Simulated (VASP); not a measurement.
Write the native input for VASP 6.6.1 that does the following.

* Task: relaxation of cell and atoms
* Functional: r2SCAN
* Potentials or basis: VASP PAW PBE potentials, release 64 (Y_sv)
* Cutoff: 600 eV
* k mesh: 8 × 8 × 8
* Occupations: fermi-dirac, width 0.05 eV
* Spin: no spin polarisation
* Dipole correction: no
* Further INCAR settings: ALGO = Normal; EDIFF = 1e-06; IBRION = 2; EDIFFG = -0.01; NSW = 80; ISIF = 3

Crystal: Y.

```
Y
1.0
     2.02000    2.02000    2.02000
    -2.02000    2.02000    2.02000
    -2.02000   -2.02000    2.02000
Y
1
Direct
  0.00000 0.00000 0.00000
```

One way to write it, as run:

POSCAR

```
Y
1.0
    2.0200000000      2.0200000000      2.0200000000
   -2.0200000000      2.0200000000      2.0200000000
   -2.0200000000     -2.0200000000      2.0200000000
Y
1
Direct
    0.0000000000      0.0000000000      0.0000000000
```

INCAR.step1

```
SYSTEM = Y
ALGO     = Normal         ! electronic algorithm
EDIFF    = 1E-4           ! SCF threshold, eV
ENCUT    = 600            ! plane-wave cutoff, eV
GGA      = PE             ! functional
ISMEAR   = -1             ! smearing method
LASPH    = .TRUE.         ! aspherical terms in the spheres
LCHARG   = .FALSE.        ! write CHGCAR
LREAL    = .FALSE.        ! projectors in reciprocal space
LWAVE    = .TRUE.         ! write WAVECAR
NELM     = 80             ! most SCF steps
PREC     = Accurate       ! precision mode
SIGMA    = 0.05           ! smearing width, eV
```

INCAR.step2

```
SYSTEM = Y
ALGO     = Normal         ! electronic algorithm
EDIFF    = 1E-6           ! SCF threshold, eV
EDIFFG   = -0.01          ! ionic threshold
ENCUT    = 600            ! plane-wave cutoff, eV
IBRION   = 2              ! ionic algorithm
ISIF     = 3              ! what is computed and relaxed
ISMEAR   = -1             ! smearing method
ISTART   = 1            
LASPH    = .TRUE.         ! aspherical terms in the spheres
LCHARG   = .FALSE.        ! write CHGCAR
LMIXTAU  = .TRUE.       
LREAL    = .FALSE.        ! projectors in reciprocal space
LWAVE    = .FALSE.        ! write WAVECAR
METAGGA  = R2SCAN         ! meta-GGA
NELM     = 80             ! most SCF steps
NSW      = 80             ! ionic steps
PREC     = Accurate       ! precision mode
SIGMA    = 0.05           ! smearing width, eV
```

KPOINTS

```
k-points
0
G
  8 8 8
  0 0 0
```

Potentials or basis: VASP PAW PBE potentials, release 64 (Y_sv).

Command:

```console
$ cat potpaw_PBE.64/Y_sv/POTCAR > POTCAR
$ cp INCAR.step1 INCAR
$ mpirun -np 1 vasp_std > vasp.out
$ cp INCAR.step2 INCAR
$ mpirun -np 1 vasp_std > vasp.out
```

Results of the run:

The relaxed volume is 33.75 Å³/atom, the relaxed cell is a = 3.526 Å, b = 3.526 Å, c = 3.526 Å, α = 70.53°, β = 109.47°, γ = 70.53° and the space group after relaxing (to 0.05 Å) is Im-3m (No. 229). The energy gained by relaxing is 2.3 meV/atom and the ionic steps are 3. The pressure after relaxing is 0.0 GPa.

Caveat: the PAW data sets were made with another functional, which shifts forces and pressure a little.

Wall time 88 s on 1 thread of AMD EPYC 9R45 96-Core Processor (Zen 5) (shared host), peak memory 0.16 GiB.
